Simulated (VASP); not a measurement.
# Bi (Pm-3m) in VASP: further runs, part 2 of 2

VASP 6.6.1. The steps go on from the part before.

## (6) Single point, BLYP

INCAR reads:

```
SYSTEM = Bi
PREC = Accurate
ENCUT = 520
EDIFF = 1E-7
ISMEAR = -1
SIGMA = 0.1
LREAL = .False.
LASPH = .True.
NELM = 100
ALGO = Normal
ISIF = 2
LWAVE = .False.
LCHARG = .True.
GGA = B5
ALDAX = 1.0
AGGAX = 1.0
AGGAC = 1.0
ALDAC = 0.0
LELF = .True.
LVHAR = .True.
NBANDS = 14
```

KPOINTS reads:

```
regular mesh
0
Gamma
  15 15 15
  0 0 0
```

POSCAR reads:

```
Bi
1.0
    3.3583730575      0.0000000000      0.0000000000
    0.0000000000      3.3583730575      0.0000000000
    0.0000000000      0.0000000000      3.3583730575
Bi
1
Direct
    0.0000000000      0.0000000000      0.0000000000
```

Potentials or basis: VASP PAW PBE potentials, release 64 (Bi_d).

The run is started by

```sh
$ cat potpaw_PBE.64/Bi_d/POTCAR > POTCAR
$ mpirun -np 1 vasp_std > vasp.out
```

It took 79 s on 1 thread of Intel Xeon 8259CL, shared host; peak memory 0.19 GiB.

The run converged. Its results:

```
Free energy : -3.1910 eV
Pressure    : 0.1 GPa
```

Levels at points of the mesh, in eV from the Fermi level:
```csv
k point,band 4,band 5,band 6,band 7,band 8,band 9,band 10,band 11
"(0.00, 0.00, 0.00)",-22.44,-22.44,-12.49,2.89,2.89,2.89,6.33,7.81
```

Caveat: the PAW data sets were made with another functional, which shifts forces and pressure a little; spin-orbit coupling is left out, which moves the levels of the heavy elements.

## (7) Relaxation of cell and atoms, BLYP

This run uses another cell than the first one, of 34.40 Å³/atom, 0.908 times its volume.

INCAR reads:

```
SYSTEM = Bi
PREC = Accurate ; ENCUT = 600
EDIFF = 1E-6 ; ISMEAR = -1
SIGMA = 0.1 ; LREAL = .False.
LASPH = .True. ; NELM = 100
ALGO = Normal ; ISIF = 3
LWAVE = .False. ; LCHARG = .False.
GGA = B5 ; ALDAX = 1.0
AGGAX = 1.0 ; AGGAC = 1.0
ALDAC = 0.0 ; IBRION = 2
NSW = 80 ; EDIFFG = -0.01
```

KPOINTS reads:

```
regular mesh
0
Gamma
  10 10 10
  0 0 0
```

POSCAR reads:

```
Bi
1.0
    3.2521762864      0.0000000000      0.0000000000
    0.0000000000      3.2521762864      0.0000000000
    0.0000000000      0.0000000000      3.2521762864
Bi
1
Direct
    0.0000000000      0.0000000000      0.0000000000
```

Potentials or basis: VASP PAW PBE potentials, release 64 (Bi_d).

The run is started by

```sh
$ cat potpaw_PBE.64/Bi_d/POTCAR > POTCAR
$ mpirun -np 1 vasp_std > vasp.out
```

OUTCAR:

```text
SYSTEM = Bi
   PREC = Accurate
   ENCUT = 600
   EDIFF = 1E-6
   ISMEAR = -1
   LREAL = .False.
   LASPH = .True.
   NELM = 100
   ISIF = 3
   GGA = B5
   IBRION = 2
   NSW = 80
   EDIFFG = -0.01

 ion  position               nearest neighbor table
   1  0.000  0.000  0.000-

  LATTYP: Found a simple cubic cell.
 ALAT       =     3.2521762864

  Lattice vectors:

 A1 = (   3.2521762864,   0.0000000000,   0.0000000000)
 A2 = (   0.0000000000,   3.2521762864,   0.0000000000)
 A3 = (   0.0000000000,   0.0000000000,   3.2521762864)

Analysis of symmetry for initial positions (statically):
=====================================================================
 Subroutine PRICEL returns:
 Original cell was already a primitive cell.

 Routine SETGRP: Setting up the symmetry group for a
 simple cubic supercell.

 Subroutine GETGRP returns: Found 48 space group operations
[... 9 lines left out ...]

 Routine SETGRP: Setting up the symmetry group for a
 simple cubic supercell.

 Subroutine GETGRP returns: Found 48 space group operations
[... 11 lines left out ...]
                                     Primitive cell

  volume of cell :      34.3971

  direct lattice vectors                    reciprocal lattice vectors
     3.252176286  0.000000000  0.000000000     0.307486407  0.000000000  0.000000000
     0.000000000  3.252176286  0.000000000     0.000000000  0.307486407  0.000000000
     0.000000000  0.000000000  3.252176286     0.000000000  0.000000000  0.307486407

  length of vectors
     3.252176286  3.252176286  3.252176286     0.307486407  0.307486407  0.307486407

  position of ions in fractional coordinates (direct lattice)
     0.000000000  0.000000000  0.000000000

  ion indices of the primitive-cell ions
   primitive index   ion index
                 1           1

----------------------------------------------------------------------------------------

 KPOINTS: regular mesh

Automatic generation of k-mesh.
 Grid dimensions read from file:
 generate k-points for:   10   10   10

 Generating k-lattice:

  Cartesian coordinates                     Fractional coordinates (reciprocal lattice)
     0.030748641  0.000000000  0.000000000     0.100000000  0.000000000  0.000000000
     0.000000000  0.030748641  0.000000000     0.000000000  0.100000000  0.000000000
     0.000000000  0.000000000  0.030748641     0.000000000  0.000000000  0.100000000

  Length of vectors
     0.030748641  0.030748641  0.030748641

  Shift w.r.t. Gamma in fractional coordinates (k-lattice)
     0.000000000  0.000000000  0.000000000

 Subroutine IBZKPT returns following result:
 ===========================================

 Found     56 irreducible k-points:

 Following reciprocal coordinates:
            Coordinates               Weight
  0.000000  0.000000  0.000000      1.000000
  0.100000  0.000000  0.000000      6.000000
  0.200000  0.000000  0.000000      6.000000
  0.300000  0.000000  0.000000      6.000000
  0.400000  0.000000  0.000000      6.000000
  0.500000  0.000000  0.000000      3.000000
[... 16 lines left out ...]
  0.200000  0.100000  0.100000     24.000000
  0.300000  0.100000  0.100000     24.000000
 [... further k-points ...]
   k-points           NKPTS =     56   k-points in BZ     NKDIM =     56   number of bands    NBANDS=     11
   number of dos      NEDOS =    301   number of ions     NIONS =      1
   total plane-waves  NPLWV =  21952
   dimension x,y,z NGX =    28 NGY =   28 NGZ =   28
   dimension x,y,z NGXF=    56 NGYF=   56 NGZF=   56
   ions per type =               1
   NGX,Y,Z   is equivalent  to a cutoff of  14.31, 14.31, 14.31 a.u.
   NGXF,Y,Z  is equivalent  to a cutoff of  28.63, 28.63, 28.63 a.u.
 SYSTEM =  Bi
   PREC   = accura    normal or accurate (medium, high low for compatibility)
   ISTART =      0    job   : 0-new  1-cont  2-samecut
   ICHARG =      2    charge: 1-file 2-atom 10-const
   ISPIN  =      1    spin polarized calculation?
   LNONCOLLINEAR =      F non collinear calculations
   LSORBIT =      F    spin-orbit coupling
   LASPH  =      T    aspherical Exc in radial PAW
   ENCUT  =  600.0 eV  44.10 Ry    6.64 a.u.   6.50  6.50  6.50*2*pi/ulx,y,z
   NELM   =    100;   NELMIN=  2; NELMDL= -5     # of ELM steps
   EDIFF  = 0.1E-05   stopping-criterion for ELM
   LREAL  =      F    real-space projection
   EDIFFG = -.1E-01   stopping-criterion for IOM
   NSW    =     80    number of steps for IOM
   IBRION =      2    ionic relax: 0-MD 1-quasi-New 2-CG
   NFREE  =      1    steps in history (QN), initial steepest desc. (CG)
   ISIF   =      3    stress and relaxation
   ISYM   =      2    0-nonsym 1-usesym 2-fastsym
   POTIM  = 0.5000    time-step for ionic-motion
   TEBEG  =    0.0;   TEEND  =   0.0 temperature during run
   PSTRESS=    0.0 pullay stress
   NELECT =      15.0000    total number of electrons
   NUPDOWN=      -1.0000    fix difference up-down
   EMIN   =  10.00;   EMAX   =-10.00  energy-range for DOS
   EFERMI =   0.00;   METHOD = LEGACY
   ISMEAR =    -1;   SIGMA  =   0.10  broadening in eV -4-tet -1-fermi 0-gaus
   EFERMI_NEDOS =   21; number of points for ismear=-14 and -15
   IALGO  =     38    algorithm
   IMIX   =      4    mixing-type and parameters
     AMIX     =   0.40;   BMIX     =  1.00
     AMIX_MAG =   1.60;   BMIX_MAG =  1.00
  volume/ion in A,a.u.               =      34.40       232.12
  Fermi-wavevector in a.u.,A,eV,Ry     =   1.241456  2.346011 20.969460  1.541212
  Thomas-Fermi vector in A             =   2.375853
   LORBIT       =      0    0 simple, 1 ext, 2 COOP (PROOUT), +10 PAW based schemes
   GGA     = B5    functional components
   LHFCALC =     F    Hartree Fock is set to
   AEXX    =    0.0000 exact exchange contribution
   IVDW    =     0    specifies the selected vdW correction
   LEPSILON=     F    determine dielectric tensor
   LRPA    =     F    only Hartree local field effects (RPA)
 conjugate gradient relaxation of ions
 non-spin polarized calculation
  energy-cutoff  :      600.00
  volume of cell :       34.40
 maximum number of plane-waves:      1189
 NGX is ok and might be reduce to    28
   NGX = 13   NGY = 13   NGZ = 13

--------------------------------------- Ionic step        1  -------------------------------------------

 number of electron      14.9999995 magnetization

 Free energy of the ion-electron system (eV)
  ---------------------------------------------------
  ext. energy  EPLUGINS =         0.00000000
  ---------------------------------------------------
  free energy    TOTEN  =        -3.14656589 eV

  energy without entropy =       -3.12694193  energy(sigma->0) =       -3.13675391

------------------------ aborting loop because EDIFF is reached ----------------------------------------

  FORCE on cell =-STRESS in cart. coord.  units (eV):
  Direction    XX          YY          ZZ          XY          YZ          ZX
  --------------------------------------------------------------------------------------
  -------------------------------------------------------------------------------------
  Total        1.0105244      1.0105244      1.0105244      0.0000000      0.0000000     -0.0000000
  in kB       47.0690205     47.0690205     47.0690205      0.0000000      0.0000000     -0.0000000
  external PRESSURE =      47.0690205 kB  Pullay stress =       0.0000000 kB
[... 20 lines left out ...]
  energy  without entropy=       -3.1269419315  energy(sigma->0) =       -3.13675391

--------------------------------------- Ionic step        2  -------------------------------------------

 number of electron      14.9999995 magnetization

 E-fermi :   5.4332     XC(G=0):  -8.4233

 val. band max:        5.3823488319   @ k =   0.2000   0.2000   0.1000
 cond. band min:       5.5081652752   @ k =   0.2000   0.2000   0.0000
 fundamental gap:      0.1258164434
 Fermi energy:         5.4331908083

 k-point     1 :       0.0000    0.0000    0.0000
  band No.  band energies     occupation
      1     -17.2156      2.00000
      2     -17.2156      2.00000
      3     -17.0092      2.00000
      4     -17.0092      2.00000
      5     -17.0092      2.00000
      6      -6.8256      2.00000
      7       8.1870      0.00000
      8       8.1870      0.00000
      9       8.1870      0.00000
     10      11.5181      0.00000
     11      13.1084      0.00000
[... 354 lines left out ...]
  energy  without entropy=       -3.1631694752  energy(sigma->0) =       -3.17409784

--------------------------------------- Ionic step        3  -------------------------------------------

 number of electron      15.0000004 magnetization

 Free energy of the ion-electron system (eV)
  ---------------------------------------------------
  ext. energy  EPLUGINS =         0.00000000
  ---------------------------------------------------
  free energy    TOTEN  =        -3.19345504 eV

  energy without entropy =       -3.17235015  energy(sigma->0) =       -3.18290259

 E-fermi :   5.9129     XC(G=0):  -8.6176

 val. band max:        5.8657253930   @ k =   0.2000   0.2000   0.1000
 cond. band min:       5.9589009341   @ k =   0.2000   0.2000   0.0000
 fundamental gap:      0.0931755411
 Fermi energy:         5.9128952313

 k-point     1 :       0.0000    0.0000    0.0000
  band No.  band energies     occupation
      1     -16.7880      2.00000
      2     -16.7880      2.00000
      3     -16.5472      2.00000
      4     -16.5472      2.00000
      5     -16.5472      2.00000
      6      -6.5921      2.00000
      7       8.7821      0.00000
      8       8.7821      0.00000
      9       8.7821      0.00000
     10      12.2215      0.00000
     11      13.7017      0.00000
[... 350 lines left out ...]
  FREE ENERGIE OF THE ION-ELECTRON SYSTEM (eV)
  ---------------------------------------------------
  free  energy   TOTEN  =        -3.1934550372 eV

  energy  without entropy=       -3.1723501493  energy(sigma->0) =       -3.18290259

 reached required accuracy - stopping structural energy minimisation
```

It took 76 s on 1 thread of Intel Xeon 8259CL, shared host; peak memory 0.18 GiB.

Results:

```yaml
Free_energy: -3.1935 eV
Relaxed_volume: 37.92 Å³/atom
Relaxed_cell: a = 3.360 Å, b = 3.360 Å, c = 3.360 Å, α = 90.00°, β = 90.00°, γ = 90.00°
Space_group_after_relaxing_to_0.05_Å: Pm-3m (No. 221)
Energy_gained_by_relaxing: 46.9 meV/atom
Ionic_steps: 3
Pressure_after_relaxing: 0.0 GPa
```

Step by step:
```tsv
step	energy change (eV)	largest force (eV/Å)	pressure (GPa)	volume (Å³)
1	0.0000	0.0000	4.71	34.40
2	-0.0385	0.0000	-1.51	39.68
3	-0.0469	0.0000	0.02	37.92
```

Final structure:
```
Bi
1.0
     3.35959    0.00000    0.00000
     0.00000    3.35959    0.00000
     0.00000    0.00000    3.35959
Bi
1
Direct
  0.00000 0.00000 0.00000
```

Levels at points of the mesh, in eV from the Fermi level:
```tsv
k point	band 5	band 6	band 7	band 8	band 9	band 10
(0.00, 0.00, 0.00)	-22.46	-12.50	2.87	2.87	2.87	6.31
(0.50, 0.00, 0.00)	-22.46	-10.97	-4.26	4.41	4.41	9.48
(0.50, 0.50, 0.00)	-22.37	-9.45	-2.69	-2.69	3.36	5.98
(0.50, 0.50, 0.50)	-22.37	-7.92	-1.20	-1.20	-1.20	5.67
```

Caveat: the PAW data sets were made with another functional, which shifts forces and pressure a little; spin-orbit coupling is left out, which moves the levels of the heavy elements.

## (8) Summary

| task | cell | k mesh | cutoff (eV) | gap on the mesh (eV) | pressure (GPa) |
| --- | --- | --- | --- | --- | --- |
| single point | a = 3.358 Å, 1 atom | 11 × 11 × 11 | 520 | none | 0.2 |
| single point | a = 3.403 Å, 1 atom | 11 × 11 × 11 | 520 | none | -1.2 |
| single point | a = 3.446 Å, 1 atom | 11 × 11 × 11 | 520 | none | -2.3 |
| single point | a = 3.488 Å, 1 atom | 11 × 11 × 11 | 520 | none | -3.2 |
| single point | a = 3.358 Å, 1 atom | 15 × 15 × 15 | 520 | none | 0.1 |
| relaxation of cell and atoms | relaxed from a = 3.252 Å, 1 atom | 10 × 10 × 10 | 600 | none | 0.0 |

Alike in all rows: level BLYP; potentials or basis VASP PAW PBE potentials, release 64 (Bi_d); no spin polarisation; smearing fermi-dirac 0.1 eV.

Caveats: the PAW data sets were made with another functional, which shifts forces and pressure a little; spin-orbit coupling is left out, which moves the levels of the heavy elements.

Absolute energies hang on the potentials; compare differences alone.
